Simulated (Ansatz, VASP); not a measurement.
# Li4F in VASP and in Ansatz

```
Li F
1.0
     3.77004    0.00000    0.00000
     0.00000    3.77004    0.00000
     0.00000    0.00000    5.37953
Li F
4 1
Direct
  0.50000 0.00000 0.24123
  0.00000 0.50000 0.75877
  0.50000 0.00000 0.75877
  0.00000 0.50000 0.24123
  0.00000 0.00000 0.00000
```

Change from the starting cell: ordered vacancies on the anion sites of antifluorite (P4/mmm, No. 123).

Alike in both runs: functional PBE; k mesh 6 × 6 × 4; occupations gaussian, width 0.1 eV; no spin polarisation.

Ansatz relaxed the structure, and its values are those at the end. VASP's run is a single point on that final structure, the one shown.

|  | VASP | Ansatz |
| --- | --- | --- |
| version | VASP 6.6.1 | Ansatz 0.2.0 |
| potentials or method | VASP PAW PBE potentials, release 64 (Li_sv, F), cutoff 520 eV | scalar-relativistic, plane waves, PAW |
| valence electrons in the cell | 19 | 19 |

|  | VASP | Ansatz | Ansatz less VASP |
| --- | --- | --- | --- |
| gap on the k mesh at the Fermi level (eV) | none | none | - |
| rms of the force components (eV/Å) | 0.003 | 0.004 | +0.0007 |

A gap of «none» marks a metal or a gap that the smearing closes.

Noted on VASP's run: the cutoff is under 1.25 times that of the potentials, so the pressure is a little rough.
